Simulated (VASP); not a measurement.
# WS2 in VASP: further runs

WS2 is run at these levels: PBE+D3(BJ); tasks: single point, relaxation of cell and atoms.

Program: VASP 6.6.1. These are calculated values, not measurements. Logs are shortened: lines on timing, memory, paths and dates and some standing lists are left out, and cuts for length are marked.

## (1) The cell of the first run

Symmetry: P6_3/mmc, No. 194, hexagonal system. Conventional cell: a = 2.937 Å, b = 2.937 Å, c = 10.642 Å, α = 90.00°, β = 90.00°, γ = 120.00°. W (site symmetry -6m2) has 6 S at 2.33 Å and 6 W at 2.94 Å within 3.1 Å. S (site symmetry 3m) has 3 W at 2.33 Å and 9 S at 2.72 to 2.94 Å within 3.1 Å.

## (2) Single point, PBE+D3(BJ)

INCAR

```
SYSTEM = WS2
PREC = Accurate ; ENCUT = 520
EDIFF = 1E-6 ; ISMEAR = 0
SIGMA = 0.01 ; LREAL = .FALSE.
LASPH = .TRUE. ; NELM = 100
ALGO = Normal ; ISIF = 2
LWAVE = .FALSE. ; LCHARG = .TRUE.
GGA = PE ; IVDW = 12
LELF = .TRUE. ; LVHAR = .TRUE.
NBANDS = 35
```

KPOINTS

```
Automatic mesh
0
G
  12 12 4
  0 0 0
```

POSCAR

```
WS2
1.0
    2.9367468882      0.0000000000      0.0000000000
   -1.4683734441      2.5432974097      0.0000000000
    0.0000000000      0.0000000000     10.6421253021
W S
2 4
Direct
    0.3333333333      0.6666666667      0.7500000000
    0.6666666667      0.3333333333      0.2500000000
    0.3333333333      0.6666666667      0.1000877786
    0.6666666667      0.3333333333      0.6000877786
    0.3333333333      0.6666666667      0.3999122214
    0.6666666667      0.3333333333      0.8999122214
```

Potentials or basis: VASP PAW PBE potentials, release 64 (W_sv, S).

Run with:

```sh
$ cat potpaw_PBE.64/W_sv/POTCAR potpaw_PBE.64/S/POTCAR > POTCAR
$ mpirun -np 1 vasp_std > vasp.out
```

OUTCAR:

```text
SYSTEM = WS2
   PREC = Accurate
   ENCUT = 520
   EDIFF = 1E-6
   ISMEAR = 0
   LREAL = .FALSE.
   LASPH = .TRUE.
   NELM = 100
   ISIF = 2
   GGA = PE
   IVDW = 12
 IVDW          = 12

 ion  position               nearest neighbor table
   1  0.333  0.667  0.750-   4 2.33   6 2.33   4 2.33   6 2.33   4 2.33   6 2.33
   2  0.667  0.333  0.250-   3 2.33   5 2.33   3 2.33   5 2.33   3 2.33   5 2.33
   3  0.333  0.667  0.100-   2 2.33   2 2.33   2 2.33   6 2.72   6 2.72   6 2.72
   4  0.667  0.333  0.600-   1 2.33   1 2.33   1 2.33   5 2.72   5 2.72   5 2.72
   5  0.333  0.667  0.400-   2 2.33   2 2.33   2 2.33   4 2.72   4 2.72   4 2.72
   6  0.667  0.333  0.900-   1 2.33   1 2.33   1 2.33   3 2.72   3 2.72   3 2.72

  LATTYP: Found a hexagonal cell.
 ALAT       =     2.9367468882
 C/A-ratio  =     3.6237802260

  Lattice vectors:

 A1 = (   2.9367468882,   0.0000000000,   0.0000000000)
 A2 = (  -1.4683734441,   2.5432974097,   0.0000000000)
 A3 = (   0.0000000000,   0.0000000000,  10.6421253021)

Analysis of symmetry for initial positions (statically):
=====================================================================
 Subroutine PRICEL returns:
 Original cell was already a primitive cell.

 Routine SETGRP: Setting up the symmetry group for a
 hexagonal supercell.

 Subroutine GETGRP returns: Found 24 space group operations
 (whereof 12 operations were pure point group operations)
 out of a pool of 24 trial point group operations.

The static configuration has the point symmetry D_3d.
 The point group associated with its full space group is D_6h.

Analysis of symmetry for dynamics (positions and initial velocities):
=====================================================================
 Subroutine PRICEL returns:
 Original cell was already a primitive cell.

 Routine SETGRP: Setting up the symmetry group for a
 hexagonal supercell.

 Subroutine GETGRP returns: Found 24 space group operations
 (whereof 12 operations were pure point group operations)
 out of a pool of 24 trial point group operations.

The dynamic configuration has the point symmetry D_3d.
 The point group associated with its full space group is D_6h.

 Subroutine INISYM returns: Found 24 space group operations
 (whereof 12 operations are pure point group operations),
 and found     1 'primitive' translations

----------------------------------------------------------------------------------------

                                     Primitive cell

  volume of cell :      79.4863

  direct lattice vectors                    reciprocal lattice vectors
     2.936746888  0.000000000  0.000000000     0.340512832  0.196595175  0.000000000
    -1.468373444  2.543297410  0.000000000     0.000000000  0.393190351  0.000000000
     0.000000000  0.000000000 10.642125302     0.000000000  0.000000000  0.093966193

  length of vectors
     2.936746888  2.936746888 10.642125302     0.393190351  0.393190351  0.093966193

  position of ions in fractional coordinates (direct lattice)
     0.333333333  0.666666667  0.750000000
     0.666666667  0.333333333  0.250000000
     0.333333333  0.666666667  0.100087779
     0.666666667  0.333333333  0.600087779
     0.333333333  0.666666667  0.399912221
     0.666666667  0.333333333  0.899912221

  ion indices of the primitive-cell ions
   primitive index   ion index
                 1           1
                 2           2
                 3           3
                 4           4
                 5           5
                 6           6

----------------------------------------------------------------------------------------

 KPOINTS: Automatic mesh

Automatic generation of k-mesh.
 Grid dimensions read from file:
 generate k-points for:   12   12    4

 Generating k-lattice:

  Cartesian coordinates                     Fractional coordinates (reciprocal lattice)
     0.028376069  0.016382931  0.000000000     0.083333333  0.000000000  0.000000000
     0.000000000  0.032765863  0.000000000     0.000000000  0.083333333  0.000000000
     0.000000000  0.000000000  0.023491548     0.000000000  0.000000000  0.250000000

  Length of vectors
     0.032765863  0.032765863  0.023491548

  Shift w.r.t. Gamma in fractional coordinates (k-lattice)
     0.000000000  0.000000000  0.000000000

 Subroutine IBZKPT returns following result:
 ===========================================

 Found     57 irreducible k-points:

 Following reciprocal coordinates:
            Coordinates               Weight
  0.000000  0.000000  0.000000      1.000000
  0.083333  0.000000  0.000000      6.000000
  0.166667  0.000000  0.000000      6.000000
  0.250000  0.000000  0.000000      6.000000
  0.333333  0.000000  0.000000      6.000000
  0.416667  0.000000  0.000000      6.000000
[... 16 lines left out ...]
  0.250000  0.000000  0.250000     12.000000
  0.333333  0.000000  0.250000     12.000000
 [... further k-points ...]
[... 55 lines left out ...]
   NGX = 11   NGY = 11   NGZ = 39

 number of electron      51.9999996 magnetization

 Free energy of the ion-electron system (eV)
  ---------------------------------------------------
  ext. energy  EPLUGINS =         0.00000000
  ---------------------------------------------------
  free energy    TOTEN  =       -44.02263901 eV

  energy without entropy =      -44.02259125  energy(sigma->0) =      -44.02261513

 E-fermi :  12.0399     XC(G=0): -12.7473

 val. band max:       12.0337593968   @ k =   0.1667   0.1667   0.0000
 cond. band min:      12.0497901276   @ k =   0.3333   0.3333   0.0000
 fundamental gap:      0.0160307308
 Fermi energy:        12.0398766967

 k-point     1 :       0.0000    0.0000    0.0000
  band No.  band energies     occupation
      1     -62.5842      2.00000
      2     -62.5842      2.00000
      3     -27.0808      2.00000
      4     -27.0794      2.00000
      5     -26.5918      2.00000
      6     -26.5918      2.00000
[... 27 lines left out ...]
     34      14.9801      0.00000
     35      17.7012      0.00000

 k-point     2 :       0.0833    0.0000    0.0000
  band No.  band energies     occupation
      1     -62.5807      2.00000
      2     -62.5807      2.00000
      3     -27.0705      2.00000
      4     -27.0693      2.00000
      5     -26.6457      2.00000
      6     -26.6456      2.00000
[... 27 lines left out ...]
     34      14.9063      0.00000
     35      18.3539      0.00000

 k-point     3 :       0.1667    0.0000    0.0000
  band No.  band energies     occupation
      1     -62.5711      2.00000
      2     -62.5711      2.00000
      3     -27.0425      2.00000
      4     -27.0414      2.00000
      5     -26.7907      2.00000
      6     -26.7906      2.00000
[... 27 lines left out ...]
     34      15.5906      0.00000
     35      18.9552      0.00000

 k-point     4 :       0.2500    0.0000    0.0000
  band No.  band energies     occupation
      1     -62.5579      2.00000
      2     -62.5579      2.00000
      3     -27.0040      2.00000
      4     -27.0031      2.00000
      5     -26.9838      2.00000
      6     -26.9837      2.00000
[... 27 lines left out ...]
     34      16.3837      0.00000
     35      18.4910      0.00000

 k-point     5 :       0.3333    0.0000    0.0000
  band No.  band energies     occupation
      1     -62.5448      2.00000
      2     -62.5447      2.00000
      3     -27.1715      2.00000
      4     -27.1715      2.00000
      5     -26.9652      2.00000
      6     -26.9646      2.00000
[... 638 lines left out ...]
 k-point    22 :       0.1667    0.0000    0.2500
  band No.  band energies     occupation
      1     -62.5711      2.00000
      2     -62.5711      2.00000
      3     -27.0424      2.00000
      4     -27.0416      2.00000
      5     -26.7906      2.00000
      6     -26.7906      2.00000
[... 27 lines left out ...]
     34      15.5605      0.00000
     35      18.9262      0.00000

 k-point    23 :       0.2500    0.0000    0.2500
  band No.  band energies     occupation
      1     -62.5579      2.00000
      2     -62.5579      2.00000
      3     -27.0039      2.00000
      4     -27.0033      2.00000
      5     -26.9837      2.00000
      6     -26.9837      2.00000
[... 27 lines left out ...]
     34      16.2711      0.00000
     35      18.1088      0.00000

 k-point    24 :       0.3333    0.0000    0.2500
  band No.  band energies     occupation
      1     -62.5447      2.00000
      2     -62.5447      2.00000
      3     -27.1715      2.00000
      4     -27.1715      2.00000
      5     -26.9651      2.00000
      6     -26.9647      2.00000
[... 27 lines left out ...]
     34      16.7325      0.00000
     35      17.3569      0.00000

 [... further k-points ...]

------------------------ aborting loop because EDIFF is reached ----------------------------------------

 Edisp (eV)   -3.49905

 E8    (eV) :    -1.4795

  FORCE on cell =-STRESS in cart. coord.  units (eV):
  Direction    XX          YY          ZZ          XY          YZ          ZX
  --------------------------------------------------------------------------------------
  -------------------------------------------------------------------------------------
  Total      19.88090    19.88090    19.90932     0.00000     0.00000     0.00000
  in kB     400.73248   400.73248   401.30533     0.00000     0.00000     0.00000
  external pressure =      400.92 kB  Pullay stress =        0.00 kB

 VOLUME and BASIS-vectors are now :
 -----------------------------------------------------------------------------
  energy-cutoff  :      520.00
  volume of cell :       79.49
      direct lattice vectors                 reciprocal lattice vectors
     2.936746888  0.000000000  0.000000000     0.340512832  0.196595175  0.000000000
    -1.468373444  2.543297410  0.000000000     0.000000000  0.393190351  0.000000000
     0.000000000  0.000000000 10.642125302     0.000000000  0.000000000  0.093966193

 POSITION                                       TOTAL-FORCE (eV/Angst)
 -----------------------------------------------------------------------------------
     -0.00000      1.69553      7.98159        -0.000000      0.000000      0.000000
      1.46837      0.84777      2.66053         0.000000     -0.000000      0.000000
     -0.00000      1.69553      1.06515        -0.000000      0.000000      0.004118
      1.46837      0.84777      6.38621         0.000000      0.000000      0.004118
     -0.00000      1.69553      4.25592        -0.000000     -0.000000     -0.004118
      1.46837      0.84777      9.57698         0.000000      0.000000     -0.004118
 -----------------------------------------------------------------------------------
    total drift:                               -0.000000      0.000000     -0.000000

  FREE ENERGIE OF THE ION-ELECTRON SYSTEM (eV)
  ---------------------------------------------------
  free  energy   TOTEN  =       -47.5216875080 eV

  energy  without entropy=      -47.5216397524  energy(sigma->0) =      -47.52166363
```

Run time: 2.6 min. Hardware: 1 thread of Intel Xeon Platinum 8259CL at 2.50GHz (Skylake/Cascade Lake), shared host; peak memory 0.29 GiB.

Results:

```yaml
Free_energy: -47.5217 eV
Pressure: 40.1 GPa
Largest_force: 0.004 eV/Å
Band_gap_on_the_k_mesh: zero (band 26 reaches 12.39 eV, above the bottom of band 27 at 12.03 eV)
Dispersion_energy_per_atom: -0.583 eV
```

Forces in eV/Å, atoms in the order of the input:
```
W    0.000  0.000  0.000
W    0.000  0.000  0.000
S    0.000  0.000  0.004
S    0.000  0.000  0.004
S    0.000  0.000 -0.004
S    0.000  0.000 -0.004
```

Levels at points of the mesh, in eV from the Fermi level:
```tsv
k point	band 24	band 25	band 26	band 27	band 28	band 29
(0.00, 0.00, 0.00)	-2.03	-0.20	0.35	1.75	1.75	2.36
(0.50, 0.00, 0.00)	-2.63	-2.08	-1.33	2.09	2.90	3.04
(0.00, 0.00, 0.50)	-2.24	0.19	0.19	2.08	2.08	2.08
(0.50, 0.00, 0.50)	-2.27	-2.03	-2.03	2.89	2.89	3.03
```

Caveat: spin-orbit coupling is left out, which moves the levels of the heavy elements; pairwise dispersion overbinds metals, which lowers pressure and volume.

## (3) Relaxation of cell and atoms, PBE+D3(BJ)

This run uses another cell than the first one, of 17.44 Å³/atom, 1.316 times its volume.

INCAR

```
SYSTEM = WS2
PREC     = Accurate       ! precision mode
ENCUT    = 600            ! plane-wave cutoff, eV
EDIFF    = 1E-6           ! SCF threshold, eV
ISMEAR   = 0              ! smearing method
SIGMA    = 0.02           ! smearing width, eV
LREAL    = .False.        ! projectors in reciprocal space
LASPH    = .True.         ! aspherical terms in the spheres
NELM     = 100            ! most SCF steps
ALGO     = Normal         ! electronic algorithm
ISIF     = 3              ! what is computed and relaxed
LWAVE    = .False.        ! write WAVECAR
LCHARG   = .False.        ! write CHGCAR
GGA      = PE             ! functional
IVDW     = 12             ! dispersion correction
IBRION   = 2              ! ionic algorithm
NSW      = 100            ! ionic steps
EDIFFG   = -0.005         ! ionic threshold
```

KPOINTS

```
Automatic mesh
0
Gamma
  12 12 4
  0 0 0
```

POSCAR

```
WS2
1.0
    3.1541238677      0.0000000000      0.0000000000
   -1.5770619339      2.7315513961      0.0000000000
    0.0000000000      0.0000000000     12.1456779491
W S
2 4
Direct
    0.3333333333      0.6666666667      0.7499939588
    0.6666666667      0.3333333333      0.2500060412
    0.3333333333      0.6666666667      0.1203543134
    0.6666666667      0.3333333333      0.6203427538
    0.3333333333      0.6666666667      0.3796572462
    0.6666666667      0.3333333333      0.8796456866
```

Potentials or basis: VASP PAW PBE potentials, release 64 (W_sv, S).

Run with:

```sh
$ cat potpaw_PBE.64/W_sv/POTCAR potpaw_PBE.64/S/POTCAR > POTCAR
$ mpirun -np 1 vasp_std > vasp.out
```

Run time: 4.2 min. Hardware: 1 thread of AMD EPYC 7R43 (Zen 3), shared host; peak memory 0.36 GiB.

It converged, with:

```yaml
Free_energy: -49.8016 eV
Pressure_after_relaxing: 0.0 GPa
Band_gap_on_the_k_mesh: 0.91 eV, indirect (least direct gap 1.83 eV)
Dispersion_energy_per_atom: -0.435 eV
```

Forces in eV/Å, atoms in the order of the input:
```
W    0.000  0.000  0.000
W    0.000  0.000  0.000
S    0.000  0.000 -0.003
S    0.000  0.000 -0.003
S    0.000  0.000  0.003
S    0.000  0.000  0.003
```

Final structure:
```
W S
1.0
     3.15412    0.00000    0.00000
    -1.57706    2.73155    0.00000
     0.00000    0.00000   12.14568
W S
2 4
Direct
  0.33333 0.66667 0.74999
  0.66667 0.33333 0.25001
  0.33333 0.66667 0.12035
  0.66667 0.33333 0.62034
  0.33333 0.66667 0.37966
  0.66667 0.33333 0.87965
```

Levels at points of the mesh, in eV from the valence-band top:
| k point | band 23 | band 24 | band 25 | band 26 | band 27 | band 28 | band 29 | band 30 |
| --- | --- | --- | --- | --- | --- | --- | --- | --- |
| (0.00, 0.00, 0.00) | -2.20 | -1.42 | -1.28 | 0.00 | 2.26 | 2.27 | 2.28 | 2.28 |
| (0.50, 0.00, 0.00) | -2.03 | -1.78 | -1.78 | -1.56 | 2.29 | 2.34 | 2.55 | 2.88 |
| (0.00, 0.00, 0.50) | -2.24 | -2.24 | -0.31 | -0.31 | 2.25 | 2.25 | 2.25 | 2.26 |
| (0.50, 0.00, 0.50) | -1.90 | -1.90 | -1.65 | -1.65 | 2.31 | 2.31 | 2.75 | 2.75 |

Caveat: the relaxation stopped at its first step, so nothing moved; spin-orbit coupling is left out, which moves the levels of the heavy elements. A k mesh can miss the band edges.

## (4) Single point, PBE+D3(BJ)

This run uses another cell than the first one, of 17.44 Å³/atom, 1.316 times its volume.

INCAR

```
PREC = Accurate
ENCUT = 520
EDIFF = 1E-6
ISMEAR = 0
SIGMA = 0.01
LREAL = F
LASPH = T
NELM = 100
ALGO = Normal
ISIF = 2
LWAVE = F
LCHARG = F
GGA = PE
IVDW = 12
NBANDS = 35
```

KPOINTS

```
Automatic mesh
0
Gamma
  12 12 4
```

POSCAR

```
WS2
1.0
    3.1540891670      0.0000000000      0.0000000000
   -1.5770445835      2.7315213444      0.0000000000
    0.0000000000      0.0000000000     12.1448340132
W S
2 4
Direct
    0.3333333333      0.6666666667      0.7500000000
    0.6666666667      0.3333333333      0.2500000000
    0.3333333333      0.6666666667      0.1203422033
    0.6666666667      0.3333333333      0.6203422033
    0.3333333333      0.6666666667      0.3796577967
    0.6666666667      0.3333333333      0.8796577967
```

Run with:

```sh
$ cat potpaw_PBE.64/W_sv/POTCAR potpaw_PBE.64/S/POTCAR > POTCAR
$ mpirun -np 1 vasp_std > vasp.out
```

Wall time 5.9 min (1 thread of AMD EPYC 7R13, shared host); peak memory 0.3 GiB.

The run converged. Its results:

- Free energy: -49.8000 eV
- Pressure: 0.0 GPa
- Largest force: 0.004 eV/Å
- Band gap on the k mesh: 0.91 eV, indirect (least direct gap 1.83 eV)
- Dispersion energy per atom: -0.435 eV

Forces in eV/Å, atoms in the order of the input:
```
W    0.000  0.000  0.000
W    0.000  0.000  0.000
S    0.000  0.000 -0.004
S    0.000  0.000 -0.004
S    0.000  0.000  0.004
S    0.000  0.000  0.004
```

Levels at points of the mesh, in eV from the valence-band top:
```tsv
k point	band 24	band 25	band 26	band 27	band 28	band 29
(0.00, 0.00, 0.00)	-1.42	-1.28	0.00	2.26	2.26	2.28
(0.50, 0.00, 0.00)	-1.78	-1.78	-1.56	2.29	2.34	2.55
(0.00, 0.00, 0.50)	-2.24	-0.31	-0.31	2.25	2.25	2.25
(0.50, 0.00, 0.50)	-1.90	-1.65	-1.65	2.31	2.31	2.75
```

Caveat: spin-orbit coupling is left out, which moves the levels of the heavy elements.

## (5) Summary

```tsv
task	cell	cutoff (eV)	smearing	gap on the mesh (eV)	pressure (GPa)
single point	a = 2.937, b = 2.937, c = 10.642 Å, angles 90.0, 90.0, 120.0°, 6 atoms	520	gaussian 0.01 eV	none	40.1
relaxation of cell and atoms	relaxed from a = 3.154, b = 3.154, c = 12.146 Å, angles 90.0, 90.0, 120.0°, 6 atoms	600	gaussian 0.02 eV	0.91	0.0
single point	a = 3.154, b = 3.154, c = 12.145 Å, angles 90.0, 90.0, 120.0°, 6 atoms	520	gaussian 0.01 eV	0.91	0.0
```

Alike in all rows: level PBE+D3(BJ); potentials or basis VASP PAW PBE potentials, release 64 (W_sv, S); no spin polarisation; k mesh 12 × 12 × 4.

Caveats: spin-orbit coupling is left out, which moves the levels of the heavy elements; pairwise dispersion overbinds metals, which lowers pressure and volume (some runs); the relaxation stopped at its first step, so nothing moved (some runs).

Absolute energies hang on the potentials; compare differences alone.
